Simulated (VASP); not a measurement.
# NiO (Fm-3m) in VASP: further runs, part 2 of 4

VASP 6.6.1.

### 3 Electric field gradients, PBE, collinear spin, ferromagnetic start (volume scaled by 0.98)

Input file INCAR:

```
  PREC = Accurate
  ENCUT = 520
  EDIFF = 1E-8
  ISMEAR = -1
  SIGMA = 0.03
  LREAL = F
  LASPH = T
  NELM = 150
  ALGO = Normal
  ISIF = 2
  LWAVE = F
  LCHARG = F
  ISPIN = 2
  MAGMOM = 1.5 0
  LORBIT = 11
  LMAXMIX = 4
  GGA = PE
  LEFG = T
  NBANDS = 19
```

Input file KPOINTS:

```
Automatic mesh
0
Gamma
  15 15 15
```

Input file POSCAR:

```
NiO
1.0
    0.0000000000      2.0772739395      2.0772739395
    2.0772739395      0.0000000000      2.0772739395
    2.0772739395      2.0772739395      0.0000000000
Ni O
1 1
Direct
    0.0000000000      0.0000000000      0.0000000000
    0.5000000000      0.5000000000      0.5000000000
```

Potentials or basis: VASP PAW PBE potentials, release 64 (Ni, O).

On the command line:

```sh
$ cat potpaw_PBE.64/Ni/POTCAR potpaw_PBE.64/O/POTCAR > POTCAR
$ mpirun -np 1 vasp_std > vasp.out
```

OUTCAR:

```text
PREC = Accurate
   ENCUT = 520
   EDIFF = 1E-8
   ISMEAR = -1
   LREAL = F
   LASPH = T
   NELM = 150
   ISIF = 2
   ISPIN = 2
   LORBIT = 11
   GGA = PE

 ion  position               nearest neighbor table
   1  0.000  0.000  0.000-   2 2.08   2 2.08   2 2.08   2 2.08   2 2.08   2 2.08
   2  0.500  0.500  0.500-   1 2.08   1 2.08   1 2.08   1 2.08   1 2.08   1 2.08

  LATTYP: Found a face centered cubic cell.
 ALAT       =     4.1545478790

  Lattice vectors:

 A1 = (   0.0000000000,   2.0772739395,   2.0772739395)
 A2 = (   2.0772739395,   0.0000000000,   2.0772739395)
 A3 = (   2.0772739395,   2.0772739395,   0.0000000000)

Analysis of symmetry for initial positions (statically):
=====================================================================
 Subroutine PRICEL returns:
 Original cell was already a primitive cell.

 Routine SETGRP: Setting up the symmetry group for a
 face centered cubic supercell.

 Subroutine GETGRP returns: Found 48 space group operations
 (whereof 48 operations were pure point group operations)
 out of a pool of 48 trial point group operations.

The static configuration has the point symmetry O_h .

Analysis of symmetry for dynamics (positions and initial velocities):
=====================================================================
 Subroutine PRICEL returns:
 Original cell was already a primitive cell.

 Routine SETGRP: Setting up the symmetry group for a
 face centered cubic supercell.

[... 1232 lines left out ...]
     18      36.6614      0.00000
     19      39.4675      0.00000

 [... further k-points ...]
[... 5 lines left out ...]
  --------------------------------------------------------------------------------------
  -------------------------------------------------------------------------------------
  Total        0.8643800      0.8643800      0.8643800      0.0000000      0.0000000     -0.0000000
  in kB       77.2509750     77.2509750     77.2509750      0.0000000      0.0000000     -0.0000000
  external PRESSURE =      77.2509750 kB  Pullay stress =       0.0000000 kB

 VOLUME and BASIS-vectors are now :
 -----------------------------------------------------------------------------
  energy-cutoff  :      520.00
  volume of cell :       17.93
      direct lattice vectors                 reciprocal lattice vectors
     0.000000000  2.077273939  2.077273939    -0.240700078  0.240700078  0.240700078
     2.077273939  0.000000000  2.077273939     0.240700078 -0.240700078  0.240700078
     2.077273939  2.077273939  0.000000000     0.240700078  0.240700078 -0.240700078

 POSITION                                       TOTAL-FORCE (eV/Angst)
 -----------------------------------------------------------------------------------
      0.00000      0.00000      0.00000        -0.000000      0.000000      0.000000
      2.07727      2.07727      2.07727         0.000000     -0.000000     -0.000000
 -----------------------------------------------------------------------------------
    total drift:                                0.000000     -0.000000     -0.000000

  FREE ENERGIE OF THE ION-ELECTRON SYSTEM (eV)
  ---------------------------------------------------
  free  energy   TOTEN  =       -11.4620590089 eV

  energy  without entropy=      -11.4584398484  energy(sigma->0) =      -11.46024943

 Electric field gradients (V/A^2)
---------------------------------------------------------------------
 ion       V_xx      V_yy      V_zz      V_xy      V_xz      V_yz
---------------------------------------------------------------------
   1      -0.000     0.000    -0.000    -0.002    -0.002    -0.002
   2       0.000     0.000    -0.000    -0.001    -0.001    -0.001
---------------------------------------------------------------------

 Electric field gradients after diagonalization (V/A^2)
 (convention: |V_zz| > |V_xx| > |V_yy|)
----------------------------------------------------------------------
 ion       V_xx      V_yy      V_zz     asymmetry (V_yy - V_xx)/ V_zz
----------------------------------------------------------------------
   1       0.002     0.002    -0.003       0.000
   2       0.001     0.001    -0.003       0.000
----------------------------------------------------------------------

           NMR quadrupolar parameters

 Cq : quadrupolar parameter    Cq=e*Q*V_zz/h
 eta: asymmetry parameters     (V_yy - V_xx)/ V_zz
 Q  : nuclear electric quadrupole moment in mb (millibarn)
----------------------------------------------------------------------
 ion       Cq(MHz)       eta       Q (mb)
----------------------------------------------------------------------
   1      -0.000       0.000       1.000
   2      -0.000       0.000       1.000
----------------------------------------------------------------------

 total charge

# of ion       s       p       d       tot
------------------------------------------
    1        0.337   0.416   8.267   9.020
    2        1.557   3.428   0.000   4.985
--------------------------------------------------
tot          1.894   3.844   8.267  14.005

 magnetization (x)

# of ion       s       p       d       tot
------------------------------------------
    1        0.012   0.015   1.346   1.373
    2        0.028   0.219   0.000   0.247
--------------------------------------------------
tot          0.040   0.234   1.346   1.620
```

OSZICAR:

```text
N       E                     dE             d eps       ncg     rms          rms(c)
DAV:   1     0.845284590404E+02    0.84528E+02   -0.70606E+03  9815   0.105E+03
DAV:   2    -0.848866023303E+01   -0.93017E+02   -0.81202E+02  9414   0.238E+02
DAV:   3    -0.136539819700E+02   -0.51653E+01   -0.49314E+01 10562   0.564E+01
DAV:   4    -0.137005595792E+02   -0.46578E-01   -0.46526E-01 10172   0.518E+00
DAV:   5    -0.137012600333E+02   -0.70045E-03   -0.70040E-03 10331   0.630E-01    0.153E+01
DAV:   6    -0.126118820518E+02    0.10894E+01   -0.11866E+01 11972   0.600E+01    0.181E+01
DAV:   7    -0.114911557443E+02    0.11207E+01   -0.39318E+00 11615   0.466E+01    0.630E+00
DAV:   8    -0.114599554092E+02    0.31200E-01   -0.20252E-01 11840   0.696E+00    0.374E+00
DAV:   9    -0.114617180884E+02   -0.17627E-02   -0.25518E-02 13472   0.250E+00    0.971E-01
DAV:  10    -0.114620028699E+02   -0.28478E-03   -0.38154E-03 10087   0.630E-01    0.198E-01
DAV:  11    -0.114620492801E+02   -0.46410E-04   -0.10974E-04 11469   0.110E-01    0.106E-01
DAV:  12    -0.114620587908E+02   -0.95107E-05   -0.17765E-05 11057   0.713E-02    0.384E-02
DAV:  13    -0.114620590793E+02   -0.28846E-06   -0.27749E-06 11722   0.290E-02    0.422E-03
DAV:  14    -0.114620589899E+02    0.89375E-07   -0.44708E-07 10226   0.655E-03    0.154E-03
DAV:  15    -0.114620590252E+02   -0.35272E-07   -0.54452E-08 10863   0.308E-03    0.863E-04
DAV:  16    -0.114620590028E+02    0.22333E-07   -0.12778E-08  7420   0.208E-03    0.398E-04
DAV:  17    -0.114620590089E+02   -0.60409E-08   -0.30873E-09  4887   0.588E-04
   1 F= -.11462059E+02 E0= -.11460249E+02  d E =-.361916E-02  mag=     1.6607
```

stdout:

```text
POSCAR found type information on POSCAR NiO
 POSCAR found :  2 types and       2 ions
 scaLAPACK will be used
 LDA part: xc-table for (Slater+PW92), standard interpolation
 POSCAR, INCAR and KPOINTS ok, starting setup
 FFT: planning ... GRIDC
 FFT: planning ... GRID_SOFT
 FFT: planning ... GRID
 WAVECAR not read
 entering main loop
ion   1

ion   2
```

Wall time 1.7 min (1 thread of Intel Xeon Platinum 8259CL at 2.50GHz (Skylake/Cascade Lake), shared host); peak memory 0.2 GiB.

Results:

```
Free energy                                           : -11.4621 eV
Pressure                                              : 7.7 GPa
Net moment                                            : 1.66 μB per cell
Site moments                                          : Ni +1.37; O +0.25 μB
Valence electrons inside the program's atomic spheres : Ni 9.02; O 4.99
```

Levels at points of the mesh, in eV from the Fermi level:
Spin up:
```
           k point  band 5  band 6  band 7  band 8  band 9  band 10  band 11  band 12  band 13  band 14
(0.00, 0.00, 0.00)   -3.13   -3.13   -2.70   -2.70   -2.70     1.57    17.85    19.00    19.00    19.00
```
Spin down:
| k point | band 3 | band 4 | band 5 | band 6 | band 7 | band 8 | band 9 | band 10 | band 11 | band 12 |
| --- | --- | --- | --- | --- | --- | --- | --- | --- | --- | --- |
| (0.00, 0.00, 0.00) | -2.66 | -2.66 | -1.93 | -1.92 | -1.92 | -0.72 | -0.72 | 1.90 | 17.79 | 19.21 |

Caveat: the cell differs from its parent crystal (volume scaled by 0.98); without QUAD_EFG the Cq values of the log hold for a quadrupole moment of 1 mb, not for the nuclei; a cell with one magnetic atom can't hold antiferromagnetic order, which such compounds often take; semilocal functionals often make such compounds metallic where correlation or magnetic order opens a gap, which also shifts bond lengths.

### 4 Electric field gradients, PBE, collinear spin, ferromagnetic start

This run uses another cell than the first one, of 9.15 Å³/atom, 1.063 times its volume.

Input file INCAR:

```
PREC = Accurate
ENCUT = 520
EDIFF = 1E-8
ISMEAR = -1
SIGMA = 0.03
LREAL = False
LASPH = True
NELM = 150
ALGO = Normal
ISIF = 2
LWAVE = False
LCHARG = False
ISPIN = 2
MAGMOM = 1.5 0
LORBIT = 11
LMAXMIX = 4
GGA = PE
LEFG = True
NBANDS = 19
```

KPOINTS is that of step 3.

Input file POSCAR:

```
NiO
1.0
    0.0000000000      2.0913100000      2.0913100000
    2.0913100000      0.0000000000      2.0913100000
    2.0913100000      2.0913100000      0.0000000000
Ni O
1 1
Direct
    0.0000000000      0.0000000000      0.0000000000
    0.5000000000      0.5000000000      0.5000000000
```

Potentials or basis: VASP PAW PBE potentials, release 64 (Ni, O).

On the command line:

```sh
$ cat potpaw_PBE.64/Ni/POTCAR potpaw_PBE.64/O/POTCAR > POTCAR
$ mpirun -np 1 vasp_std > vasp.out
```

OUTCAR:

```text
PREC = Accurate
   ENCUT = 520
   EDIFF = 1E-8
   ISMEAR = -1
   LREAL = False
   LASPH = True
   NELM = 150
   ISIF = 2
   ISPIN = 2
   LORBIT = 11
   GGA = PE

 ion  position               nearest neighbor table
   1  0.000  0.000  0.000-   2 2.09   2 2.09   2 2.09   2 2.09   2 2.09   2 2.09
   2  0.500  0.500  0.500-   1 2.09   1 2.09   1 2.09   1 2.09   1 2.09   1 2.09

  LATTYP: Found a face centered cubic cell.
 ALAT       =     4.1826200000

  Lattice vectors:

 A1 = (   0.0000000000,   2.0913100000,   2.0913100000)
 A2 = (   2.0913100000,   0.0000000000,   2.0913100000)
 A3 = (   2.0913100000,   2.0913100000,   0.0000000000)

Analysis of symmetry for initial positions (statically):
=====================================================================
 Subroutine PRICEL returns:
 Original cell was already a primitive cell.

 Routine SETGRP: Setting up the symmetry group for a
 face centered cubic supercell.

 Subroutine GETGRP returns: Found 48 space group operations
[... 1274 lines left out ...]
    total drift:                                0.000000     -0.000000     -0.000000

  FREE ENERGIE OF THE ION-ELECTRON SYSTEM (eV)
  ---------------------------------------------------
  free  energy   TOTEN  =       -11.4756501394 eV

  energy  without entropy=      -11.4721322978  energy(sigma->0) =      -11.47389122

 Electric field gradients (V/A^2)
---------------------------------------------------------------------
 ion       V_xx      V_yy      V_zz      V_xy      V_xz      V_yz
---------------------------------------------------------------------
   1       0.000     0.000     0.000    -0.002    -0.002    -0.002
   2      -0.000     0.000     0.000    -0.002    -0.002    -0.002
---------------------------------------------------------------------

 Electric field gradients after diagonalization (V/A^2)
 (convention: |V_zz| > |V_xx| > |V_yy|)
----------------------------------------------------------------------
 ion       V_xx      V_yy      V_zz     asymmetry (V_yy - V_xx)/ V_zz
----------------------------------------------------------------------
   1       0.002     0.002    -0.004       0.000
   2       0.002     0.002    -0.003       0.000
----------------------------------------------------------------------

           NMR quadrupolar parameters

 Cq : quadrupolar parameter    Cq=e*Q*V_zz/h
 eta: asymmetry parameters     (V_yy - V_xx)/ V_zz
 Q  : nuclear electric quadrupole moment in mb (millibarn)
----------------------------------------------------------------------
 ion       Cq(MHz)       eta       Q (mb)
----------------------------------------------------------------------
   1      -0.000       0.000       1.000
   2      -0.000       0.000       1.000
----------------------------------------------------------------------

 total charge

# of ion       s       p       d       tot
------------------------------------------
    1        0.330   0.401   8.249   8.980
    2        1.557   3.419   0.000   4.976
--------------------------------------------------
tot          1.887   3.820   8.249  13.956

 magnetization (x)

# of ion       s       p       d       tot
------------------------------------------
    1        0.011   0.015   1.384   1.410
    2        0.028   0.230   0.000   0.258
--------------------------------------------------
tot          0.039   0.245   1.384   1.668
```

Wall time 1.9 min (1 thread of Intel Xeon Platinum 8259CL at 2.50GHz (Skylake/Cascade Lake), shared host); peak memory 0.19 GiB.

Results:

| Quantity | Value |
| --- | --- |
| Free energy | -11.4757 eV |
| Pressure | 3.8 GPa |
| Net moment | 1.71 μB per cell |
| Site moments | Ni +1.41; O +0.26 μB |
| Valence electrons inside the program's atomic spheres | Ni 8.98; O 4.98 |

Caveat: without QUAD_EFG the Cq values of the log hold for a quadrupole moment of 1 mb, not for the nuclei; a cell with one magnetic atom can't hold antiferromagnetic order, which such compounds often take; semilocal functionals often make such compounds metallic where correlation or magnetic order opens a gap, which also shifts bond lengths. With open d or f shells a metallic result of PBE can be an artefact of self-interaction; +U or a hybrid may open a gap.

(Continued in part 3 of 4.)
